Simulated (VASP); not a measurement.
# NaCl (I4/mmm) in VASP: a series of runs, part 2 of 2

VASP 6.6.1. Earlier steps stand in the parts before.

## (5) Single point, PBEsol (strain +0.080 along x and y, +0.000 along z)

Contents of INCAR:

```
SYSTEM = NaCl
  PREC = Accurate
  ENCUT = 520
  EDIFF = 1E-6
  ISMEAR = 0
  SIGMA = 0.05
  LREAL = .FALSE.
  LASPH = .TRUE.
  NELM = 100
  ALGO = Normal
  ISIF = 2
  LWAVE = .FALSE.
  LCHARG = .FALSE.
  GGA = PS
  NBANDS = 14
```

Contents of KPOINTS:

```
regular mesh
0
G
  8 8 8
  0 0 0
```

Contents of POSCAR:

```
NaCl
1.0
    0.0000000000      3.0582900000      2.8317500000
    3.0582900000      0.0000000000      2.8317500000
    3.0582900000      3.0582900000      0.0000000000
Na Cl
1 1
Direct
    0.0000000000      0.0000000000      0.0000000000
    0.5000000000      0.5000000000      0.5000000000
```

Potentials or basis: VASP PAW PBE potentials, release 64 (Na_pv, Cl).

Command:

```bash
$ cat potpaw_PBE.64/Na_pv/POTCAR potpaw_PBE.64/Cl/POTCAR > POTCAR
$ mpirun -np 1 vasp_std > vasp.out
```

OUTCAR:

```text
SYSTEM = NaCl
   PREC = Accurate
   ENCUT = 520
   EDIFF = 1E-6
   ISMEAR = 0
   LREAL = .FALSE.
   LASPH = .TRUE.
   NELM = 100
   ISIF = 2
   GGA = PS

 ion  position               nearest neighbor table
   1  0.000  0.000  0.000-
   2  0.500  0.500  0.500-

  LATTYP: Found a body centered tetragonal cell.
 ALAT       =     4.3250751957
 C/A-ratio  =     1.3094570022

  Lattice vectors:

 A1 = (   0.0000000000,  -3.0582900000,  -2.8317500000)
 A2 = (   0.0000000000,   3.0582900000,  -2.8317500000)
 A3 = (   3.0582900000,   0.0000000000,   2.8317500000)

Analysis of symmetry for initial positions (statically):
=====================================================================
 Subroutine PRICEL returns:
 Original cell was already a primitive cell.

 Routine SETGRP: Setting up the symmetry group for a
 body centered tetragonal supercell.

 Subroutine GETGRP returns: Found 16 space group operations
 (whereof 16 operations were pure point group operations)
 out of a pool of 16 trial point group operations.

The static configuration has the point symmetry D_4h.

Analysis of symmetry for dynamics (positions and initial velocities):
=====================================================================
 Subroutine PRICEL returns:
 Original cell was already a primitive cell.

 Routine SETGRP: Setting up the symmetry group for a
 body centered tetragonal supercell.

 Subroutine GETGRP returns: Found 16 space group operations
 (whereof 16 operations were pure point group operations)
 out of a pool of 16 trial point group operations.

The dynamic configuration has the point symmetry D_4h.

 Subroutine INISYM returns: Found 16 space group operations
 (whereof 16 operations are pure point group operations),
 and found     1 'primitive' translations

----------------------------------------------------------------------------------------

                                     Primitive cell

  volume of cell :      52.9715

  direct lattice vectors                    reciprocal lattice vectors
     0.000000000  3.058290000  2.831750000    -0.163490055  0.163490055  0.176569259
     3.058290000  0.000000000  2.831750000     0.163490055 -0.163490055  0.176569259
     3.058290000  3.058290000  0.000000000     0.163490055  0.163490055 -0.176569259

  length of vectors
     4.167966625  4.167966625  4.325075196     0.290920435  0.290920435  0.290920435

  position of ions in fractional coordinates (direct lattice)
     0.000000000  0.000000000  0.000000000
     0.500000000  0.500000000  0.500000000

  ion indices of the primitive-cell ions
   primitive index   ion index
                 1           1
                 2           2

----------------------------------------------------------------------------------------

 KPOINTS: regular mesh

Automatic generation of k-mesh.
 Grid dimensions read from file:
 generate k-points for:    8    8    8

 Generating k-lattice:

  Cartesian coordinates                     Fractional coordinates (reciprocal lattice)
    -0.020436257  0.020436257  0.022071157     0.125000000  0.000000000  0.000000000
     0.020436257 -0.020436257  0.022071157     0.000000000  0.125000000  0.000000000
[... 39 lines left out ...]
 [... further k-points ...]
   k-points           NKPTS =     59   k-points in BZ     NKDIM =     59   number of bands    NBANDS=     14
   number of dos      NEDOS =    301   number of ions     NIONS =      2
   total plane-waves  NPLWV =  32768
   dimension x,y,z NGX =    32 NGY =   32 NGZ =   32
   dimension x,y,z NGXF=    64 NGYF=   64 NGZF=   64
   ions per type =               1   1
   NGX,Y,Z   is equivalent  to a cutoff of  12.76, 12.76, 12.30 a.u.
   NGXF,Y,Z  is equivalent  to a cutoff of  25.53, 25.53, 24.60 a.u.
 SYSTEM =  NaCl
   PREC   = accura    normal or accurate (medium, high low for compatibility)
   ISTART =      0    job   : 0-new  1-cont  2-samecut
   ICHARG =      2    charge: 1-file 2-atom 10-const
   ISPIN  =      1    spin polarized calculation?
   LNONCOLLINEAR =      F non collinear calculations
   LSORBIT =      F    spin-orbit coupling
   LASPH  =      T    aspherical Exc in radial PAW
   ENCUT  =  520.0 eV  38.22 Ry    6.18 a.u.   7.75  7.75  8.04*2*pi/ulx,y,z
   NELM   =    100;   NELMIN=  2; NELMDL= -5     # of ELM steps
   EDIFF  = 0.1E-05   stopping-criterion for ELM
   LREAL  =      F    real-space projection
   EDIFFG = 0.1E-04   stopping-criterion for IOM
   NSW    =      0    number of steps for IOM
   IBRION =     -1    ionic relax: 0-MD 1-quasi-New 2-CG
   NFREE  =      0    steps in history (QN), initial steepest desc. (CG)
   ISIF   =      2    stress and relaxation
   ISYM   =      2    0-nonsym 1-usesym 2-fastsym
   POTIM  = 0.5000    time-step for ionic-motion
   TEBEG  =    0.0;   TEEND  =   0.0 temperature during run
   PSTRESS=    0.0 pullay stress
   NELECT =      14.0000    total number of electrons
   NUPDOWN=      -1.0000    fix difference up-down
   EMIN   =  10.00;   EMAX   =-10.00  energy-range for DOS
   EFERMI =   0.00;   METHOD = LEGACY
   ISMEAR =     0;   SIGMA  =   0.05  broadening in eV -4-tet -1-fermi 0-gaus
   EFERMI_NEDOS =   21; number of points for ismear=-14 and -15
   IALGO  =     38    algorithm
   IMIX   =      4    mixing-type and parameters
     AMIX     =   0.40;   BMIX     =  1.00
     AMIX_MAG =   1.60;   BMIX_MAG =  1.00
  volume/ion in A,a.u.               =      26.49       178.73
  Fermi-wavevector in a.u.,A,eV,Ry     =   1.050598  1.985343 15.017528  1.103757
  Thomas-Fermi vector in A             =   2.185608
   LORBIT       =      0    0 simple, 1 ext, 2 COOP (PROOUT), +10 PAW based schemes
   GGA     = PS    functional components
   LHFCALC =     F    Hartree Fock is set to
   AEXX    =    0.0000 exact exchange contribution
   IVDW    =     0    specifies the selected vdW correction
   LEPSILON=     F    determine dielectric tensor
   LRPA    =     F    only Hartree local field effects (RPA)
 non-spin polarized calculation
 Gauss-broadening in eV      SIGMA  =   0.05
  energy-cutoff  :      520.00
  volume of cell :       52.97
 maximum number of plane-waves:      1442
   NGX = 15   NGY = 15   NGZ = 17

 number of electron      14.0000013 magnetization

 Free energy of the ion-electron system (eV)
  ---------------------------------------------------
  ext. energy  EPLUGINS =         0.00000000
  ---------------------------------------------------
  free energy    TOTEN  =        -6.88739115 eV

  energy without entropy =       -6.88739115  energy(sigma->0) =       -6.88739115

 E-fermi :  -1.2931     XC(G=0):  -7.6121

 val. band max:       -1.6091508701   @ k =   0.0000   0.0000   0.0000
 cond. band min:       2.7757610273   @ k =   0.0000   0.0000   0.0000
 fundamental gap:      4.3849118974
 Fermi energy:        -1.2931225458

 k-point     1 :       0.0000    0.0000    0.0000
  band No.  band energies     occupation
      1     -22.6429      2.00000
      2     -22.6429      2.00000
      3     -22.6284      2.00000
      4     -13.9608      2.00000
      5      -1.6995      2.00000
      6      -1.6092      2.00000
      7      -1.6092      2.00000
      8       2.7758      0.00000
      9       9.0178      0.00000
     10       9.0178      0.00000
     11       9.5323      0.00000
     12      10.7401      0.00000
     13      11.5642      0.00000
     14      12.3459      0.00000
[... 377 lines left out ...]
      1     -22.6503      2.00000
      2     -22.6447      2.00000
      3     -22.6320      2.00000
      4     -13.7974      2.00000
      5      -2.7962      2.00000
      6      -1.8991      2.00000
      7      -1.8339      2.00000
      8       4.9764      0.00000
      9       7.4506      0.00000
     10       8.3017      0.00000
     11       9.5585      0.00000
     12      11.1583      0.00000
     13      12.5141      0.00000
     14      13.3256      0.00000

 [... further k-points ...]

------------------------ aborting loop because EDIFF is reached ----------------------------------------

  FORCE on cell =-STRESS in cart. coord.  units (eV):
  Direction    XX          YY          ZZ          XY          YZ          ZX
  --------------------------------------------------------------------------------------
  -------------------------------------------------------------------------------------
  Total       -1.0831478     -1.0831478     -0.7097236      0.0000000      0.0000000      0.0000000
  in kB      -32.7609186    -32.7609186    -21.4663195      0.0000000      0.0000000      0.0000000
  external PRESSURE =     -28.9960522 kB  Pullay stress =       0.0000000 kB

 VOLUME and BASIS-vectors are now :
 -----------------------------------------------------------------------------
  energy-cutoff  :      520.00
  volume of cell :       52.97
      direct lattice vectors                 reciprocal lattice vectors
     0.000000000  3.058290000  2.831750000    -0.163490055  0.163490055  0.176569259
     3.058290000  0.000000000  2.831750000     0.163490055 -0.163490055  0.176569259
     3.058290000  3.058290000  0.000000000     0.163490055  0.163490055 -0.176569259

 POSITION                                       TOTAL-FORCE (eV/Angst)
 -----------------------------------------------------------------------------------
      0.00000      0.00000      0.00000         0.000000      0.000000      0.000000
      3.05829      3.05829      2.83175         0.000000      0.000000      0.000000
 -----------------------------------------------------------------------------------
    total drift:                                0.000000     -0.000000      0.000000

  FREE ENERGIE OF THE ION-ELECTRON SYSTEM (eV)
  ---------------------------------------------------
  free  energy   TOTEN  =        -6.8873911463 eV

  energy  without entropy=       -6.8873911463  energy(sigma->0) =       -6.88739115
```

Wall time 23 s (1 thread of AMD EPYC 9R45 (Zen 5), shared host); peak memory 0.16 GiB.

Results:

```yaml
Free_energy: -6.8874 eV
Pressure: -2.9 GPa
Band_gap_on_the_k_mesh: 4.38 eV
```

Stress tensor (GPa, compression positive):
```
-3.28  0.00  0.00
 0.00 -3.28  0.00
 0.00  0.00 -2.15
```

Levels at points of the mesh, in eV from the valence-band top:
| k point | band 3 | band 4 | band 5 | band 6 | band 7 | band 8 | band 9 | band 10 | band 11 | band 12 |
| --- | --- | --- | --- | --- | --- | --- | --- | --- | --- | --- |
| (0.00, 0.00, 0.00) | -21.02 | -12.35 | -0.09 | 0.00 | 0.00 | 4.38 | 10.63 | 10.63 | 11.14 | 12.35 |
| (0.50, 0.00, 0.00) | -21.02 | -12.14 | -1.55 | -0.25 | -0.19 | 6.76 | 9.24 | 10.09 | 10.82 | 13.76 |
| (0.50, 0.50, 0.00) | -21.03 | -12.08 | -1.32 | -0.56 | -0.56 | 7.02 | 7.78 | 10.49 | 12.88 | 12.88 |
| (0.50, 0.00, 0.50) | -21.02 | -12.12 | -1.33 | -0.56 | -0.35 | 6.95 | 8.08 | 9.80 | 13.00 | 13.83 |

Caveat: the cell differs from its parent crystal (strain +0.080 along x and y, +0.000 along z); the PAW data sets were made with another functional, which shifts forces and pressure a little.

## (6) Single point, PBEsol (strain +0.080 along x and y, +0.040 along z)

INCAR, as its differences from that of step 5:

```diff
@@ -12,4 +12,6 @@
   LWAVE = .FALSE.
-  LCHARG = .FALSE.
+  LCHARG = .TRUE.
   GGA = PS
+  LELF = .TRUE.
+  LVHAR = .TRUE.
   NBANDS = 14
```

Contents of KPOINTS:

```
Automatic mesh
0
G
  8 8 8
  0 0 0
```

Contents of POSCAR:

```
NaCl
1.0
    0.0000000000      3.0582900000      2.9450200000
    3.0582900000      0.0000000000      2.9450200000
    3.0582900000      3.0582900000      0.0000000000
Na Cl
1 1
Direct
    0.0000000000      0.0000000000      0.0000000000
    0.5000000000      0.5000000000      0.5000000000
```

Potentials or basis: VASP PAW PBE potentials, release 64 (Na_pv, Cl).

Command:

```bash
$ cat potpaw_PBE.64/Na_pv/POTCAR potpaw_PBE.64/Cl/POTCAR > POTCAR
$ mpirun -np 1 vasp_std > vasp.out
```

It took 24 s on 1 thread of AMD EPYC 9R45 (Zen 5), shared host; peak memory 0.16 GiB.

Results (log left out):

```
Free energy            : -6.8516 eV
Pressure               : -3.4 GPa
Band gap on the k mesh : 4.28 eV
```

Stress tensor (GPa, compression positive):
```
-3.52  0.00  0.00
 0.00 -3.52  0.00
 0.00  0.00 -3.23
```

Levels at points of the mesh, in eV from the valence-band top:
```csv
k point,band 5,band 6,band 7,band 8,band 9,band 10
"(0.00, 0.00, 0.00)",-0.04,0.00,0.00,4.28,10.64,10.64
"(0.50, 0.00, 0.00)",-1.43,-0.20,-0.18,6.70,8.97,10.17
"(0.50, 0.50, 0.00)",-1.23,-0.48,-0.48,6.88,7.89,10.02
"(0.50, 0.00, 0.50)",-1.23,-0.48,-0.38,6.84,8.02,9.69
```

Caveat: the cell differs from its parent crystal (strain +0.080 along x and y, +0.040 along z); the cell stands under tension; the PAW data sets were made with another functional, which shifts forces and pressure a little. A k mesh can miss the band edges.

## (7) Overview

```tsv
cell	gap on the mesh (eV)	pressure (GPa)
a = 4.168, b = 4.168, c = 4.005 Å, angles 61.3, 61.3, 57.4°, 2 atoms	4.61	-1.9
a = 4.086, b = 4.086, c = 4.165 Å, angles 59.4, 59.4, 61.3°, 2 atoms	4.61	-2.1
a = 4.092, b = 4.092, c = 4.325 Å, angles 58.1, 58.1, 63.8°, 2 atoms	4.50	-2.0
a = 4.168, b = 4.168, c = 4.325 Å, angles 58.7, 58.7, 62.5°, 2 atoms	4.38	-2.9
a = 4.246, b = 4.246, c = 4.325 Å, angles 59.4, 59.4, 61.2°, 2 atoms	4.28	-3.4
```

Alike in all rows: task single point; level PBEsol; potentials or basis VASP PAW PBE potentials, release 64 (Na_pv, Cl); no spin polarisation; k mesh 8 × 8 × 8; cutoff (eV) 520; smearing gaussian 0.05 eV.

Caveats: the PAW data sets were made with another functional, which shifts forces and pressure a little; the cell stands under tension (at least some runs).

Total energies depend on the potentials used, so only differences within one code and one set of settings carry meaning.
